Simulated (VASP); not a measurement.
Write the native input for VASP 6.6.1 that does the following.

```
Task                   : single point
Functional             : PBE
Potentials or basis    : VASP PAW PBE potentials, release 64 (Ti_sv)
Cutoff                 : 520 eV
k mesh                 : 12 × 12 × 14
Occupations            : gaussian, width 0.1 eV
Spin                   : no spin polarisation
Dipole correction      : no
Further INCAR settings : ALGO = Fast; EDIFF = 1e-06; NBANDS = 25
```

The structure of Ti lies in POSCAR:

```
Ti
1.0
    4.6711270278      0.0000000000      0.0000000000
   -2.3355635139      4.0453146704      0.0000000000
    0.0000000000      0.0000000000      2.8888160991
Ti
3
Direct
    0.0000000000      0.0000000000      0.0000000000
    0.3333333333      0.6666666667      0.5000000000
    0.6666666667      0.3333333333      0.5000000000
```

This isn't the form of Ti at room conditions, which is hcp.

This cell differs from its parent crystal: equal strain along all axes, cell held: +2.0 %.

One way to write it, as run:

INCAR

```
SYSTEM = Ti
PREC     = Accurate       ! precision mode
ENCUT    = 520            ! plane-wave cutoff, eV
EDIFF    = 1E-6           ! SCF threshold, eV
ISMEAR   = 0              ! smearing method
SIGMA    = 0.1            ! smearing width, eV
LREAL    = .False.        ! projectors in reciprocal space
LASPH    = .True.         ! aspherical terms in the spheres
NELM     = 80             ! most SCF steps
ALGO     = Fast           ! electronic algorithm
ISIF     = 2              ! what is computed and relaxed
LWAVE    = .False.        ! write WAVECAR
LCHARG   = .False.        ! write CHGCAR
GGA      = PE             ! functional
NBANDS   = 25             ! bands
```

KPOINTS

```
regular mesh
0
Gamma
  12 12 14
  0 0 0
```

Potentials or basis: VASP PAW PBE potentials, release 64 (Ti_sv).

The run is started by

```sh
$ cat potpaw_PBE.64/Ti_sv/POTCAR > POTCAR
$ mpirun -np 1 vasp_std > vasp.out
```

Results of the run:

The pressure is -6.2 GPa and the band gap on the k mesh is zero (bands 18 and 19 overlap by 0.22 eV).

Caveat: the cell differs from its parent crystal (equal strain along all axes, cell held: +2.0 %); the cell stands under tension.

Run time: 4.6 min on 1 thread of Intel(R) Xeon(R) 6975P-C (Granite Rapids) (shared host), peak memory 0.28 GiB.
